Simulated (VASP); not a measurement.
Write the native input for VASP 6.6.1 that does the following.

```yaml
Task: single point
Functional: PBE
Potentials_or_basis: VASP PAW PBE potentials, release 64 (In_d, Se)
Cutoff: 520 eV
k_mesh: 3 × 3 × 6
Occupations: gaussian, width 0.1 eV
Spin: no spin polarisation
Dipole_correction: no
Further_INCAR_settings: ALGO = Normal; EDIFF = 1e-06; NBANDS = 30
```

The structure of InSe5 lies in POSCAR:

```
InSe5
1.0
    7.1810013394      0.0000000000      0.0000000000
   -3.5905006697      6.2189295845      0.0000000000
    0.0000000000      0.0000000000      3.6590833505
In Se
1 5
Direct
    0.0000000000      0.0000000000      0.0000000000
    0.3333333333      0.6666666667      0.0000000000
    0.6666666667      0.3333333333      0.0000000000
    0.5000000000      0.0000000000      0.5000000000
    0.5000000000      0.5000000000      0.5000000000
    0.0000000000      0.5000000000      0.5000000000
```

The cell was built from a structure type or drawn by symmetry, and may not be a known phase.

The input as run:

INCAR

```
SYSTEM = InSe5
ALGO = Normal
EDIFF = 1E-6
ENCUT = 520
GGA = PE
ISIF = 2
ISMEAR = 0
LASPH = .TRUE.
LCHARG = .FALSE.
LREAL = .FALSE.
LWAVE = .FALSE.
NBANDS = 30
NELM = 100
PREC = Accurate
SIGMA = 0.1
```

KPOINTS

```
k-points
0
G
  3 3 6
  0 0 0
```

Potentials or basis: VASP PAW PBE potentials, release 64 (In_d, Se).

Command:

```bash
$ cat potpaw_PBE.64/In_d/POTCAR potpaw_PBE.64/Se/POTCAR > POTCAR
$ mpirun -np 1 vasp_std > vasp.out
```

It gave:

```
Pressure               : -0.2 GPa
Band gap on the k mesh : zero (an odd number of electrons rules out a gap without spin polarisation)
```

Caveat: spin-orbit coupling is left out, which moves the levels of the heavy elements.

It took 2.1 min on 1 thread of Intel Xeon 8259CL, with other jobs on the host, peak memory 0.28 GiB.
